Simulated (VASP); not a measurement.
Runs of VASP 6.6.1 on Re. The structure is that of space group Fm-3m (No. 225), or close to it. The cells are those of the table. This isn't the form of Re at room conditions, which is hcp.

| task | level | potentials or basis | spin | U | cell | k mesh | cutoff (eV) | smearing | tolerance level | purpose | start | dipole correction | grid for exact exchange (PRECFOCK) | gap on the mesh (eV) | pressure (GPa) | moment (μB) |
| --- | --- | --- | --- | --- | --- | --- | --- | --- | --- | --- | --- | --- | --- | --- | --- | --- |
| single point | PBE | VASP PAW PBE potentials, release 64 (Re) | off | - | a = 2.793 Å, angles 60.0°, 1 atom | 14 × 14 × 14 | 400 | methfessel-paxton 0.1 eV | tight | restart | from scratch | - | - | none | -9.8 | - |
| single point | r2SCAN | VASP PAW PBE potentials, release 64 (Re) | off | - | a = 2.793 Å, angles 60.0°, 1 atom | 12 × 12 × 12 | 520 | fermi-dirac 0.05 eV | - | - | - | no | - | none | -15.6 | - |
| electric field gradients | LDA+U | VASP PAW LDA potentials, release 64 (Re) | off | Re d U = 6.2 eV | a = 2.811, b = 2.755, c = 2.761 Å, angles 60.9, 61.4, 60.3°, 1 atom | 9 × 9 × 9 | 520 | tetrahedron | - | - | - | no | - | none | -22.0 | - |
| single point | PBE | VASP PAW PBE potentials, release 64 (Re) | collinear | - | a = 2.793 Å, angles 60.0°, 1 atom | 12 × 12 × 12 | 520 | gaussian 0.1 eV | - | - | - | no | - | none | -9.8 | 0.00 |
| electric field gradients | PBE | VASP PAW PBE potentials, release 64 (Re) | non-collinear, zero start, SOC | - | a = 2.793 Å, angles 60.0°, 1 atom | 12 × 12 × 12 | 520 | methfessel-paxton 0.15 eV | - | - | - | no | - | - | (a) | 0.00 |
| single point | B3LYP+D4 | VASP PAW PBE potentials, release 64 (Re) | off | - | a = 2.737 Å, angles 60.0°, 1 atom | 8 × 8 × 8 | 520 | methfessel-paxton 0.01 eV | - | - | - | no | Normal | none | (b) | - |
| single point | AM05 | VASP PAW PBE potentials, release 64 (Re) | off | - | a = 2.793 Å, angles 60.0°, 1 atom | 35 × 35 × 35 | 450 | tetrahedron 0.1 eV | standard | density of states | - | - | - | none | - | - |
| single point | r2SCAN | VASP PAW PBE potentials, release 64 (Re) | non-collinear, zero start, SOC | - | a = 2.793 Å, angles 60.0°, 1 atom | 12 × 12 × 12 | 520 | fermi-dirac 0.05 eV | - | - | - | no | - | - | -14.8 | 0.00 |
| band structure | PBE | VASP PAW PBE potentials, release 64 (Re) | off | - | a = 2.793 Å, angles 60.0°, 1 atom | 27 × 27 × 27 | 500 | fermi-dirac 0.02 eV | standard | bands | - | - | - | - | -9.8 | - |
| single point | PBEsol+D4+U | VASP PAW PBE potentials, release 64 (Re) | off | Re d U = 7.0 eV | a = 2.793 Å, angles 60.0°, 1 atom | 12 × 12 × 12 | 520 | fermi-dirac 0.15 eV | - | - | - | no | - | none | -17.7 | - |

Task: Fill in the values left out.

Result: (a) -9.1; (b) 1.7.

Caveats: the cell stands under tension (at least some runs); spin-orbit coupling is left out, which moves the levels of the heavy elements (at least some runs); the PAW data sets were made with another functional, which shifts forces and pressure a little (at least some runs); U without spin polarisation on a metal has little footing (at least some runs); the U is typed as a test and isn't derived for this compound (at least some runs); tetrahedron occupations give inexact forces and stress in metals (at least some runs).

A k mesh can miss the band edges, and rows without SOC leave out spin-orbit coupling on Re.

A gap of «none» marks levels without a gap at the run's occupations.
